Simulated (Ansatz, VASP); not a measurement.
# SrMg2Bi2 in VASP and in Ansatz

File INCAR:

```
ALGO = Normal ; EDIFF = 1E-7
ENCUT = 520 ; ISIF = 2
ISMEAR = 0 ; LASPH = True
LCHARG = False ; LREAL = False
LWAVE = False ; NBANDS = 30
NELM = 80 ; PREC = Accurate
SIGMA = 0.03
```

KPOINTS

```
k-points
0
Gamma
  9 9 6
```

POSCAR

```
SrMg2Bi2
1.0
    5.0985698670      0.0000000000      0.0000000000
   -2.5492849335      4.4154910278      0.0000000000
    0.0000000000      0.0000000000      7.1631821317
Sr Mg Bi
1 2 2
Direct
    0.0000000000      0.0000000000      0.0000000000
    0.6666666667      0.3333333333      0.3750441600
    0.3333333333      0.6666666667      0.6249558400
    0.6666666667      0.3333333333      0.7467348600
    0.3333333333      0.6666666667      0.2532651400
```

Input for Ansatz:

```yaml
crystal:
  lattice:
    - [5.098569867, 0.0, 0.0]
    - [-2.5492849335, 4.4154910278, 0.0]
    - [0.0, 0.0, 7.1631821317]
  atoms:
    - { symbol: Sr, position: [0.0, 0.0, 0.0] }
    - { symbol: Mg, position: [0.6666666667, 0.3333333333, 0.37504416] }
    - { symbol: Mg, position: [0.3333333333, 0.6666666667, 0.62495584] }
    - { symbol: Bi, position: [0.6666666667, 0.3333333333, 0.74673486] }
    - { symbol: Bi, position: [0.3333333333, 0.6666666667, 0.25326514] }
basis:
  ecutwfc: 420
kpoints:
  mp_grid: { grid: [9, 9, 6] }
hamiltonian:
  xc: lda
scf:
  occupations: { method: gaussian, width: 0.03 }
output:
  forces: true
  stress: true
  eigenvalues: true
```

Alike in both runs: task single point; functional LDA; k mesh 9 × 9 × 6; occupations gaussian, width 0.03 eV; no spin polarisation.

|  | VASP | Ansatz |
| --- | --- | --- |
| version | VASP 6.6.1 | Ansatz 0.2.0 |
| potentials or method | VASP PAW LDA potentials, release 64 (Sr_sv, Mg, Bi_d), cutoff 520 eV | scalar-relativistic, plane waves, PAW |
| valence electrons in the cell | 44 | 60 |

```csv
,VASP,Ansatz,Ansatz less VASP
gap on the k mesh at the Fermi level (eV),0.24,0.22,-0.024
least direct gap on the mesh (eV),0.24,0.22,-0.024
pressure (GPa),-1.3,-1.2,+0.16
"traceless stress, the component that is largest in VASP (GPa)",6.41,6.45,+0.032
rms of the force components (eV/Å),0.511,0.510,-0.0013
```

LDA's correlation is that of Perdew and Zunger in VASP and of Perdew and Wang (1992) in Ansatz. Atom by atom the forces differ by 0.009 eV/Å (rms over components). VASP's potentials hold 44 valence electrons a cell and Ansatz's 60, so a difference there can come from the potentials and not from the codes.

Neither program's run includes spin-orbit coupling.
